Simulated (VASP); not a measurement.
A run of VASP 6.6.1 is set up as follows.

Contents of INCAR:

```
SYSTEM = Nd2GeB
PREC = Accurate ; ENCUT = 500
EDIFF = 1E-6 ; ISMEAR = 0
SIGMA = 0.1 ; LREAL = .FALSE.
LASPH = .TRUE. ; NELM = 200
ALGO = Normal ; ISIF = 2
LWAVE = .FALSE. ; LCHARG = .TRUE.
GGA = PE ; LELF = .TRUE.
LVHAR = .TRUE. ; NBANDS = 28
GGA_COMPAT = .FALSE. ; LMAXMIX = 6
```

KPOINTS

```
Automatic mesh
0
G
  6 6 4
  0 0 0
```

The input POSCAR:

```
Nd2GeB
1.0
    3.7419416600      0.0000000000      0.0000000000
   -1.8709708300      3.2406165300      0.0000000000
    0.0000000000      0.0000000000      6.3334324100
Nd Ge B
2 1 1
Direct
    0.3333333300      0.6666666700      0.2321215300
    0.6666666700      0.3333333300      0.7678784700
    0.0000000000      0.0000000000      0.0000000000
    0.0000000000      0.0000000000      0.5000000000
```

Potentials or basis: VASP PAW PBE potentials, release 64 (Nd_3, Ge_d, B), 4f in core.

Run with:

```console
$ cat potpaw_PBE.64/Nd_3/POTCAR potpaw_PBE.64/Ge_d/POTCAR potpaw_PBE.64/B/POTCAR > POTCAR
$ mpirun -np 1 vasp_std > vasp.out
```

(1) What does it give for the band gap on the k mesh?

(2) Estimate the largest force.

(3) What does it give for the pressure?

Answers

(1) zero (an odd number of electrons rules out a gap without spin polarisation).

(2) 5.011 eV/Å.

(3) 32.7 GPa.

Caveat: the cell stands under pressure; spin-orbit coupling is left out, which moves the levels of the heavy elements; the 4f electrons are frozen in the core, so they carry no moment and show no levels; forces of over 1 eV/Å act on the atoms, so gaps and moduli don't describe the material at rest.
